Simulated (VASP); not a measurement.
A run of VASP 6.6.1 is set up as follows.

File INCAR:

```
ALGO     = Normal         # electronic algorithm
EDIFF    = 1E-7           # SCF threshold, eV
EDIFFG   = -0.002         # ionic threshold
ENCUT    = 600            # plane-wave cutoff, eV
GGA      = PE             # functional
GGA_COMPAT= F            
IBRION   = 2              # ionic algorithm
ISIF     = 3              # what is computed and relaxed
ISMEAR   = 0              # smearing method
IVDW     = 12             # dispersion correction
LASPH    = T              # aspherical terms in the spheres
LCHARG   = F              # write CHGCAR
LREAL    = F              # projectors in reciprocal space
LWAVE    = F              # write WAVECAR
NELM     = 120            # most SCF steps
NELMIN   = 4            
NSW      = 100            # ionic steps
PREC     = Accurate       # precision mode
SIGMA    = 0.1            # smearing width, eV
```

The input KPOINTS:

```
k-points
0
Gamma
  27 27 10
```

File POSCAR:

```
C
1.0
    2.4560000000      0.0000000000      0.0000000000
   -1.2280000000      2.1269583917      0.0000000000
    0.0000000000      0.0000000000      6.6960000000
C
4
Direct
    0.0000000000      0.0000000000      0.7500000000
    0.0000000000      0.0000000000      0.2500000000
    0.3333333333      0.6666666667      0.7500000000
    0.6666666667      0.3333333333      0.2500000000
```

Potentials or basis: VASP PAW PBE potentials, release 64 (C).

Run with:

```bash
$ cat potpaw_PBE.64/C/POTCAR > POTCAR
$ mpirun -np 1 vasp_std > vasp.out
```

Task: What does it give for the space group after relaxing (to 0.1 Å)?

Result: P6_3/mmc (No. 194).

Task: What does it give for the relaxed cell?

Result: a = 2.465 Å, b = 2.465 Å, c = 6.685 Å, α = 90.00°, β = 90.00°, γ = 120.00°.

Step by step:
```csv
step,energy change (eV),largest force (eV/Å),pressure (GPa),volume (Å³)
1,0.0000,0.0000,3.34,34.98
2,0.0212,0.0000,-7.90,35.91
3,-0.0042,0.0000,-0.05,35.24
4,-0.0042,0.0000,0.01,35.24
5,-0.0042,0.0000,0.01,35.23
6,-0.0042,0.0000,0.02,35.22
7,-0.0042,0.0000,0.02,35.18
```

Zero-point motion and thermal expansion aren't in these numbers.
